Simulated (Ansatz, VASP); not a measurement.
**Two plane-wave programs on TlSe2**

```
Tl Se
1.0
     2.02196    1.16738    5.56734
    -2.02196    1.16738    5.56734
     0.00000   -2.33476    5.56734
Tl Se
1 2
Direct
  0.00155 0.00155 0.00155
  0.77263 0.77263 0.77263
  0.55912 0.55912 0.55912
```

Alike in both runs: functional PBE; k mesh 6 × 6 × 6; occupations gaussian, width 0.1 eV; no spin polarisation.

Ansatz relaxed the structure, and its values are those at the end. VASP's run is a single point on that final structure, the one shown.

|  | VASP | Ansatz |
| --- | --- | --- |
| version | VASP 6.6.1 | Ansatz 0.2.0 |
| potentials or method | VASP PAW PBE potentials, release 64 (Tl_d, Se), cutoff 520 eV | scalar-relativistic, plane waves, PAW |
| valence electrons in the cell | 25 | 45 |

|  | VASP | Ansatz | Ansatz less VASP |
| --- | --- | --- | --- |
| gap on the k mesh at the Fermi level (eV) | none | none | - |
| pressure (GPa) | -0.1 | -0.1 | 0.00 |
| rms of the force components (eV/Å) | 0.013 | 0.014 | +0.0013 |

A gap of «none» marks a metal or a gap that the smearing closes. VASP's potentials hold 25 valence electrons a cell and Ansatz's 45, so a difference there can come from the potentials and not from the codes.

Neither program's run includes spin-orbit coupling.
